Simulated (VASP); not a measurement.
**TiO2: single point with r2SCAN**

The system is TiO2.

```
Ti O
1.0
     2.67116   -2.67124   -0.02014
     2.67116    2.67124   -0.02014
    -2.63530    0.00000    4.81202
Ti O
2 4
Direct
  0.87501 0.12499 0.75000
  0.12499 0.87501 0.25000
  0.08225 0.33228 0.16454
  0.91775 0.66772 0.83546
  0.66772 0.91775 0.33546
  0.33228 0.08225 0.66454
```

- Program: VASP 6.6.1
- Task: single point
- Functional: r2SCAN
- Potentials or basis: VASP PAW PBE potentials, release 64 (Ti_sv, O)
- Cutoff: 520 eV
- k mesh: 8 × 8 × 6
- Occupations: fermi-dirac, width 0.05 eV
- Spin: no spin polarisation
- Dipole correction: no
- Further INCAR settings: ALGO = Normal; EDIFF = 1e-06; NBANDS = 33

```
Pressure               : 1.2 GPa
Largest force          : 0.026 eV/Å
Band gap on the k mesh : 2.59 eV (least direct gap 2.90 eV)
```

Forces on the atoms (eV/Å):
```
Ti   0.000  0.001  0.000
Ti   0.000 -0.001  0.000
O    0.000 -0.001  0.026
O    0.000  0.001 -0.026
O    0.000 -0.001 -0.026
O    0.000  0.001  0.026
```

Stress tensor (GPa, compression positive):
```
1.31 0.00 0.00
0.00 1.30 0.00
0.00 0.00 1.10
```

Levels at points of the mesh, in eV from the valence-band top:
```tsv
k point	band 20	band 21	band 22	band 23	band 24	band 25	band 26	band 27	band 28	band 29
(0.00, 0.00, 0.00)	-0.80	-0.76	-0.76	-0.44	-0.44	2.59	3.31	4.50	4.50	4.51
(0.50, 0.00, 0.00)	-1.97	-1.92	-0.93	-0.84	-0.65	3.72	3.99	4.04	4.09	4.76
(0.50, 0.50, 0.00)	-2.68	-2.05	-2.05	-0.01	-0.01	3.77	3.77	4.24	4.24	5.37
(0.00, 0.00, 0.50)	-1.37	-1.26	-1.26	-0.09	-0.09	2.94	2.94	4.26	4.26	4.76
(0.50, 0.00, 0.50)	-1.97	-1.92	-0.93	-0.84	-0.65	3.72	3.99	4.04	4.09	4.76
(0.50, 0.50, 0.50)	-2.68	-2.05	-2.05	-0.01	-0.01	3.77	3.77	4.24	4.24	5.37
```

Run time: 24 min on 1 thread of Intel Xeon 8259CL, on a shared host, peak memory 0.33 GiB.

Caveat: the PAW data sets were made with another functional, which shifts forces and pressure a little. A k mesh can miss the band edges.
